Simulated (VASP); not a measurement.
# La2NbF3 (P6/mmm) in VASP: a series of runs

The runs below take La2NbF3 through single point, with PBE.

Program: VASP 6.6.1. These are calculated values, not measurements. Logs are shortened: lines on timing, memory, paths and dates and some standing lists are left out, and cuts for length are marked.

**1. The cell of the first run**

The structure is hexagonal, space group P6/mmm (No. 191). Conventional cell: a = 5.971 Å, b = 5.971 Å, c = 4.396 Å, α = 90.00°, β = 90.00°, γ = 120.00°. Within 2.3 Å of La (site symmetry -6m2) lie 3 F at 1.72 Å. Within 3.9 Å of Nb (site symmetry 6/mmm) lie 6 F at 2.99 Å and 6 La at 3.45 Å. F (site symmetry mmm) has 2 La at 1.72 Å within 2.3 Å.

The cell was generated, and may not be a known phase.

**2. Single point, PBE, collinear spin**

INCAR reads:

```
PREC     = Accurate       # precision mode
ENCUT    = 520            # plane-wave cutoff, eV
EDIFF    = 1E-7           # SCF threshold, eV
ISMEAR   = 0              # smearing method
SIGMA    = 0.1            # smearing width, eV
LREAL    = False          # projectors in reciprocal space
LASPH    = True           # aspherical terms in the spheres
NELM     = 150            # most SCF steps
ALGO     = Normal         # electronic algorithm
ISIF     = 2              # what is computed and relaxed
LWAVE    = False          # write WAVECAR
LCHARG   = False          # write CHGCAR
ISPIN    = 2              # spin polarisation
MAGMOM   = 0.04 0.04 3.12 0.02 0.02 0.02 # initial moments
LORBIT   = 11             # projections on sites
LMAXMIX  = 6              # l up to which the mixer works
GGA      = PE             # functional
NBANDS   = 41             # bands
```

KPOINTS reads:

```
Automatic mesh
0
Gamma
  3 3 4
```

POSCAR reads:

```
La2NbF3
1.0
    5.9713530800      0.0000000000      0.0000000000
   -2.9856765400      5.1713434600      0.0000000000
    0.0000000000      0.0000000000      4.3955308900
La Nb F
2 1 3
Direct
    0.3333333300      0.6666666700      0.0000000000
    0.6666666700      0.3333333300      0.0000000000
    0.0000000000      0.0000000000      0.0000000000
    0.5000000000      0.0000000000      0.0000000000
    0.0000000000      0.5000000000      0.0000000000
    0.5000000000      0.5000000000      0.0000000000
```

Potentials or basis: VASP PAW PBE potentials, release 64 (La, Nb_sv, F).

Launch:

```bash
$ cat potpaw_PBE.64/La/POTCAR potpaw_PBE.64/Nb_sv/POTCAR potpaw_PBE.64/F/POTCAR > POTCAR
$ mpirun -np 1 vasp_std > vasp.out
```

OUTCAR:

```text
PREC = Accurate
   ENCUT = 520
   EDIFF = 1E-7
   ISMEAR = 0
   LREAL = False
   LASPH = True
   NELM = 150
   ISIF = 2
   ISPIN = 2
   LORBIT = 11
   GGA = PE

 ion  position               nearest neighbor table
   1  0.333  0.667  0.000-   4 1.72   5 1.72   6 1.72   2 3.45   2 3.45   2 3.45
   2  0.667  0.333  0.000-   4 1.72   5 1.72   6 1.72   1 3.45   1 3.45   1 3.45
   3  0.000  0.000  0.000-
   4  0.500  0.000  0.000-   1 1.72   2 1.72
   5  0.000  0.500  0.000-   1 1.72   2 1.72
   6  0.500  0.500  0.000-   1 1.72   2 1.72

  LATTYP: Found a hexagonal cell.
 ALAT       =     5.9713530800
 C/A-ratio  =     0.7361029956

  Lattice vectors:

 A1 = (   5.9713530800,   0.0000000000,   0.0000000000)
 A2 = (  -2.9856765400,   5.1713434600,   0.0000000000)
 A3 = (   0.0000000000,   0.0000000000,   4.3955308900)

Analysis of symmetry for initial positions (statically):
=====================================================================
 Subroutine PRICEL returns:
 Original cell was already a primitive cell.

 Routine SETGRP: Setting up the symmetry group for a
 hexagonal supercell.

 Subroutine GETGRP returns: Found 24 space group operations
 (whereof 24 operations were pure point group operations)
 out of a pool of 24 trial point group operations.

The static configuration has the point symmetry D_6h.

Analysis of symmetry for dynamics (positions and initial velocities):
=====================================================================
 Subroutine PRICEL returns:
 Original cell was already a primitive cell.

 Routine SETGRP: Setting up the symmetry group for a
 hexagonal supercell.

 Subroutine GETGRP returns: Found 24 space group operations
 (whereof 24 operations were pure point group operations)
 out of a pool of 24 trial point group operations.

The dynamic configuration has the point symmetry D_6h.

Analysis of structural, dynamic, and magnetic symmetry:
=====================================================================
 Subroutine PRICEL returns:
 Original cell was already a primitive cell.

 Routine SETGRP: Setting up the symmetry group for a
 hexagonal supercell.

 Subroutine GETGRP returns: Found 24 space group operations
 (whereof 24 operations were pure point group operations)
 out of a pool of 24 trial point group operations.

The overall configuration has the point symmetry D_6h.

 Subroutine INISYM returns: Found 24 space group operations
 (whereof 24 operations are pure point group operations),
 and found     1 'primitive' translations

----------------------------------------------------------------------------------------

                                     Primitive cell

  volume of cell :     135.7336

  direct lattice vectors                    reciprocal lattice vectors
     5.971353080  0.000000000  0.000000000     0.167466232  0.096686674  0.000000000
    -2.985676540  5.171343460  0.000000000     0.000000000  0.193373348  0.000000000
     0.000000000  0.000000000  4.395530890     0.000000000  0.000000000  0.227503804

  length of vectors
     5.971353080  5.971353078  4.395530890     0.193373348  0.193373348  0.227503804

  position of ions in fractional coordinates (direct lattice)
     0.333333330  0.666666670  0.000000000
     0.666666670  0.333333330  0.000000000
     0.000000000  0.000000000  0.000000000
     0.500000000  0.000000000  0.000000000
     0.000000000  0.500000000  0.000000000
     0.500000000  0.500000000  0.000000000

  ion indices of the primitive-cell ions
   primitive index   ion index
                 1           1
                 2           2
                 3           3
                 4           4
                 5           5
                 6           6

----------------------------------------------------------------------------------------
[... 31 lines left out ...]
  0.333333  0.000000  0.250000     12.000000
  0.333333  0.333333  0.250000      4.000000
  0.000000  0.000000  0.500000      1.000000
  0.333333  0.000000  0.500000      6.000000
  0.333333  0.333333  0.500000      2.000000
   k-points           NKPTS =      9   k-points in BZ     NKDIM =      9   number of bands    NBANDS=     41
   number of dos      NEDOS =    301   number of ions     NIONS =      6
   total plane-waves  NPLWV =  82944
   dimension x,y,z NGX =    48 NGY =   48 NGZ =   36
   dimension x,y,z NGXF=    96 NGYF=   96 NGZF=   72
   ions per type =               2   1   3
   NGX,Y,Z   is equivalent  to a cutoff of  13.36, 13.36, 13.62 a.u.
   NGXF,Y,Z  is equivalent  to a cutoff of  26.73, 26.73, 27.23 a.u.
 SYSTEM =  unknown system
   PREC   = accura    normal or accurate (medium, high low for compatibility)
   ISTART =      0    job   : 0-new  1-cont  2-samecut
   ICHARG =      2    charge: 1-file 2-atom 10-const
   ISPIN  =      2    spin polarized calculation?
   LNONCOLLINEAR =      F non collinear calculations
   LSORBIT =      F    spin-orbit coupling
   LASPH  =      T    aspherical Exc in radial PAW
   ENCUT  =  520.0 eV  38.22 Ry    6.18 a.u.  11.10 11.10  8.17*2*pi/ulx,y,z
   NELM   =    150;   NELMIN=  2; NELMDL= -5     # of ELM steps
   EDIFF  = 0.1E-06   stopping-criterion for ELM
   LREAL  =      F    real-space projection
   EDIFFG = 0.1E-05   stopping-criterion for IOM
   NSW    =      0    number of steps for IOM
   IBRION =     -1    ionic relax: 0-MD 1-quasi-New 2-CG
   NFREE  =      0    steps in history (QN), initial steepest desc. (CG)
   ISIF   =      2    stress and relaxation
   ISYM   =      2    0-nonsym 1-usesym 2-fastsym
   POTIM  = 0.5000    time-step for ionic-motion
   TEBEG  =    0.0;   TEEND  =   0.0 temperature during run
   PSTRESS=    0.0 pullay stress
   NELECT =      56.0000    total number of electrons
   NUPDOWN=      -1.0000    fix difference up-down
   EMIN   =  10.00;   EMAX   =-10.00  energy-range for DOS
   EFERMI =   0.00;   METHOD = LEGACY
   ISMEAR =     0;   SIGMA  =   0.10  broadening in eV -4-tet -1-fermi 0-gaus
   EFERMI_NEDOS =   21; number of points for ismear=-14 and -15
   IALGO  =     38    algorithm
   IMIX   =      4    mixing-type and parameters
     AMIX     =   0.40;   BMIX     =  1.00
     AMIX_MAG =   1.60;   BMIX_MAG =  1.00
  volume/ion in A,a.u.               =      22.62       152.66
  Fermi-wavevector in a.u.,A,eV,Ry     =   1.218732  2.303070 20.208851  1.485309
  Thomas-Fermi vector in A             =   2.354009
   LORBIT       =     11    0 simple, 1 ext, 2 COOP (PROOUT), +10 PAW based schemes
   GGA     = PE    functional components
   LHFCALC =     F    Hartree Fock is set to
   AEXX    =    0.0000 exact exchange contribution
   IVDW    =     0    specifies the selected vdW correction
   LEPSILON=     F    determine dielectric tensor
   LRPA    =     F    only Hartree local field effects (RPA)
 spin polarized calculation
 Gauss-broadening in eV      SIGMA  =   0.10
  energy-cutoff  :      520.00
  volume of cell :      135.73
 maximum number of plane-waves:      3672
 NGX is ok and might be reduce to    48
   NGX = 23   NGY = 23   NGZ = 17

 number of electron      55.9999997 magnetization       4.5555313

 Free energy of the ion-electron system (eV)
  ---------------------------------------------------
  ext. energy  EPLUGINS =         0.00000000
  ---------------------------------------------------
  free energy    TOTEN  =       -11.11559808 eV

  energy without entropy =      -11.09917052  energy(sigma->0) =      -11.10738430

 E-fermi :   6.5150     XC(G=0):  -9.0764

 val. band max:        6.4688322719   @ k =   0.0000   0.0000   0.5000
 cond. band min:       6.5195437191   @ k =   0.3333   0.0000   0.2500
 fundamental gap:      0.0507114472
 Fermi energy:         6.5150494556

 spin component 1

 k-point     1 :       0.0000    0.0000    0.0000
  band No.  band energies     occupation
      1     -48.8127      1.00000
      2     -30.4790      1.00000
      3     -27.2606      1.00000
      4     -26.6436      1.00000
      5     -26.6436      1.00000
      6     -25.0902      1.00000
[... 376 lines left out ...]
     39       9.8445      0.00000
     40       9.8449      0.00000
 Fermi energy:         6.5150494556

 spin component 2

 k-point     1 :       0.0000    0.0000    0.0000
  band No.  band energies     occupation
      1     -47.0441      1.00000
      2     -30.4253      1.00000
      3     -27.1990      1.00000
      4     -26.6065      1.00000
      5     -26.6065      1.00000
      6     -23.1526      1.00000
[... 376 lines left out ...]
     39      10.0019      0.00000
     40      10.0023      0.00000
 [bands above 40 left out]

------------------------ aborting loop because EDIFF is reached ----------------------------------------

  FORCE on cell =-STRESS in cart. coord.  units (eV):
  Direction    XX          YY          ZZ          XY          YZ          ZX
  --------------------------------------------------------------------------------------
  -------------------------------------------------------------------------------------
  Total      110.6742578    110.6742577     -3.9006594      0.0000000      0.0000000      0.0000000
  in kB     1306.3806223   1306.3806212    -46.0427378      0.0000000      0.0000000      0.0000000
  external PRESSURE =     855.5728352 kB  Pullay stress =       0.0000000 kB

 VOLUME and BASIS-vectors are now :
 -----------------------------------------------------------------------------
  energy-cutoff  :      520.00
  volume of cell :      135.73
      direct lattice vectors                 reciprocal lattice vectors
     5.971353080  0.000000000  0.000000000     0.167466232  0.096686674  0.000000000
    -2.985676540  5.171343460  0.000000000     0.000000000  0.193373348  0.000000000
     0.000000000  0.000000000  4.395530890     0.000000000  0.000000000  0.227503804

 POSITION                                       TOTAL-FORCE (eV/Angst)
 -----------------------------------------------------------------------------------
     -0.00000      3.44756      0.00000        -0.000000      0.000000      0.000000
      2.98568      1.72378      0.00000         0.000000      0.000000      0.000000
      0.00000      0.00000      0.00000         0.000000      0.000000      0.000000
      2.98568      0.00000      0.00000         0.000000      0.000000      0.000000
     -1.49284      2.58567      0.00000         0.000000      0.000000      0.000000
      1.49284      2.58567      0.00000         0.000000      0.000000      0.000000
 -----------------------------------------------------------------------------------
    total drift:                               -0.000000      0.000000      0.000000

  FREE ENERGIE OF THE ION-ELECTRON SYSTEM (eV)
  ---------------------------------------------------
  free  energy   TOTEN  =       -11.1155980768 eV

  energy  without entropy=      -11.0991705206  energy(sigma->0) =      -11.10738430

 total charge

# of ion       s       p       d       f       tot
--------------------------------------------------
    1        2.124   5.711   1.930   1.228  10.992
    2        2.124   5.711   1.930   1.228  10.992
    3        2.165   5.884   2.744   0.000  10.793
    4        1.821   4.608   0.000   0.000   6.429
    5        1.821   4.608   0.000   0.000   6.429
    6        1.821   4.608   0.000   0.000   6.429
--------------------------------------------------
tot         11.876  31.129   6.604   2.455  52.065

 magnetization (x)

# of ion       s       p       d       f       tot
--------------------------------------------------
    1        0.004   0.012   0.022   0.058   0.097
    2        0.004   0.012   0.022   0.058   0.097
    3        0.080   0.018   2.632   0.000   2.730
    4        0.002   0.016   0.000   0.000   0.018
    5        0.002   0.016   0.000   0.000   0.018
    6        0.002   0.016   0.000   0.000   0.018
--------------------------------------------------
tot          0.093   0.092   2.676   0.117   2.978
```

Wall time 4.3 min (1 thread of Intel Xeon 6975P-C (Granite Rapids), shared host); peak memory 0.39 GiB.

What came out:

```
Free energy                                           : -11.1156 eV
Pressure                                              : 85.6 GPa
Net moment                                            : 4.56 μB per cell
Site moments                                          : La +0.10; Nb +2.73; F +0.02 μB
Valence electrons inside the program's atomic spheres : La 10.99; Nb 10.79; F 6.43
```

Levels at points of the mesh, in eV from the Fermi level:
Spin up:
```tsv
k point	band 28	band 29	band 30	band 31	band 32	band 33
(0.00, 0.00, 0.00)	-1.02	-0.61	-0.61	0.24	1.91	2.38
(0.00, 0.00, 0.50)	-0.92	-0.92	-0.39	0.84	2.43	2.43
```
Spin down:
```tsv
k point	band 23	band 24	band 25	band 26	band 27	band 28
(0.00, 0.00, 0.00)	-4.10	-4.10	-2.92	0.09	1.24	1.24
(0.00, 0.00, 0.50)	-4.05	-4.05	-0.80	-0.05	0.07	0.07
```

Caveat: the k points lie up to 0.41 Å⁻¹ apart; spin-orbit coupling is left out, which moves the levels of the heavy elements.

**3. Single point, PBE, collinear spin**

This run uses another cell than the first one, of 31.70 Å³/atom.

INCAR reads:

```
SYSTEM = La2NbF3
  PREC = Accurate
  ENCUT = 520
  EDIFF = 1E-6
  ISMEAR = 0
  SIGMA = 0.1
  LREAL = .FALSE.
  LASPH = .TRUE.
  NELM = 150
  ALGO = Normal
  ISIF = 2
  LWAVE = .FALSE.
  LCHARG = .FALSE.
  ISPIN = 2
  MAGMOM = -0.05 -0.05 3.51 0.01 0.01 0.01
  LORBIT = 11
  LMAXMIX = 6
  GGA = PE
  NBANDS = 41
```

KPOINTS reads:

```
Automatic mesh
0
G
  3 3 4
  0 0 0
```

POSCAR reads:

```
La2NbF3
1.0
    7.7875601380      0.0000000000      0.0000000000
   -3.8937800690      6.7442249130      0.0000000000
    0.0000000000      0.0000000000      3.6216079356
La Nb F
2 1 3
Direct
    0.3333333333      0.6666666667      0.0000000000
    0.6666666667      0.3333333333      0.0000000000
    0.0000000000      0.0000000000      0.0000000000
    0.5000000000      0.0000000000      0.0000000000
    0.0000000000      0.5000000000      0.0000000000
    0.5000000000      0.5000000000      0.0000000000
```

Potentials or basis: VASP PAW PBE potentials, release 64 (La, Nb_sv, F).

Launch:

```bash
$ cat potpaw_PBE.64/La/POTCAR potpaw_PBE.64/Nb_sv/POTCAR potpaw_PBE.64/F/POTCAR > POTCAR
$ mpirun -np 1 vasp_std > vasp.out
```

Wall time 6.5 min (1 thread of Intel Xeon 6975P-C (Granite Rapids), shared host); peak memory 0.45 GiB.

The run converged. Its results:

```yaml
Free_energy: -34.7122 eV
Pressure: 0.2 GPa
Net_moment: 3.87 μB per cell
Site_moments: La -0.09; Nb +2.54; F +0.01 μB
Valence_electrons_inside_the_program's_atomic_spheres: La 8.58; Nb 10.60; F 6.11
```

Levels at points of the mesh, in eV from the Fermi level:
Spin up:
```
           k point  band 28  band 29  band 30  band 31  band 32  band 33
(0.00, 0.00, 0.00)    -0.95    -0.63    -0.63     0.59     0.59     0.81
(0.00, 0.00, 0.50)    -0.24    -0.24     0.43     0.43     0.71     0.71
```
Spin down:
```
           k point  band 24  band 25  band 26  band 27  band 28  band 29
(0.00, 0.00, 0.00)    -6.47    -2.34    -1.39    -0.98     0.67     0.74
(0.00, 0.00, 0.50)    -6.43    -0.25    -0.25     0.56     0.56     0.71
```

Caveat: the k points lie up to 0.43 Å⁻¹ apart; spin-orbit coupling is left out, which moves the levels of the heavy elements.

**4. Single point, PBE, collinear spin**

This run uses another cell than the first one, of 33.03 Å³/atom.

Changes to INCAR since step 3:

```diff
@@ -14,3 +14,3 @@
   ISPIN = 2
-  MAGMOM = -0.05 -0.05 3.51 0.01 0.01 0.01
+  MAGMOM = 0 0 3.51 0 0 0
   LORBIT = 11
```

KPOINTS reads:

```
regular mesh
0
G
  3 3 6
  0 0 0
```

Changes to POSCAR since step 3:

```diff
@@ -2,5 +2,5 @@
 1.0
-    7.7875601380      0.0000000000      0.0000000000
-   -3.8937800690      6.7442249130      0.0000000000
-    0.0000000000      0.0000000000      3.6216079356
+    7.8417609292      0.0000000000      0.0000000000
+   -3.9208804646      6.7911641751      0.0000000000
+    0.0000000000      0.0000000000      3.7210015741
 La Nb F
```

Launch:

```bash
$ cat potpaw_PBE.64/La/POTCAR potpaw_PBE.64/Nb_sv/POTCAR potpaw_PBE.64/F/POTCAR > POTCAR
$ mpirun -np 1 vasp_std > vasp.out
```

It took 9.1 min on 1 thread of Intel Xeon 6975P-C (Granite Rapids), shared host; peak memory 0.47 GiB.

Results (log left out):

```
Free energy                                           : -34.8236 eV
Pressure                                              : 0.0 GPa
Net moment                                            : 4.56 μB per cell
Site moments                                          : La +0.03; Nb +2.60; F +0.02 μB
Valence electrons inside the program's atomic spheres : La 8.53; Nb 10.60; F 6.10
```

Stress tensor (GPa, compression positive):
```
-0.08  0.00  0.00
 0.00 -0.08  0.00
 0.00  0.00  0.04
```

Levels at points of the mesh, in eV from the Fermi level:
Spin up:
| k point | band 28 | band 29 | band 30 | band 31 | band 32 | band 33 |
| --- | --- | --- | --- | --- | --- | --- |
| (0.00, 0.00, 0.00) | -0.84 | -0.59 | -0.59 | 0.50 | 0.50 | 0.82 |
| (0.00, 0.00, 0.50) | -0.25 | -0.25 | 0.56 | 0.56 | 0.66 | 0.79 |
Spin down:
| k point | band 24 | band 25 | band 26 | band 27 | band 28 | band 29 |
| --- | --- | --- | --- | --- | --- | --- |
| (0.00, 0.00, 0.00) | -6.40 | -2.02 | -0.94 | -0.73 | 0.75 | 0.86 |
| (0.00, 0.00, 0.50) | -6.37 | 0.12 | 0.12 | 0.67 | 0.84 | 0.84 |

Caveat: spin-orbit coupling is left out, which moves the levels of the heavy elements.

**5. Overview**

```tsv
cell	k mesh	gap on the mesh (eV)	pressure (GPa)	moment (μB)
a = 5.971, b = 5.971, c = 4.396 Å, angles 90.0, 90.0, 120.0°, 6 atoms	3 × 3 × 4	none	85.6	4.56
a = 7.788, b = 7.788, c = 3.622 Å, angles 90.0, 90.0, 120.0°, 6 atoms	3 × 3 × 4	none	0.2	3.87
a = 7.842, b = 7.842, c = 3.721 Å, angles 90.0, 90.0, 120.0°, 6 atoms	3 × 3 × 6	none	0.0	4.56
```

Alike in all rows: task single point; level PBE; potentials or basis VASP PAW PBE potentials, release 64 (La, Nb_sv, F); spin collinear; cutoff (eV) 520; smearing gaussian 0.1 eV.

Caveats: some runs use coarse meshes; spin-orbit coupling is left out, which moves the levels of the heavy elements.

Total energies depend on the potentials used, so only differences within one code and one set of settings carry meaning.

The gap in the log of VASP goes by the Fermi energy; the results here count the filled bands.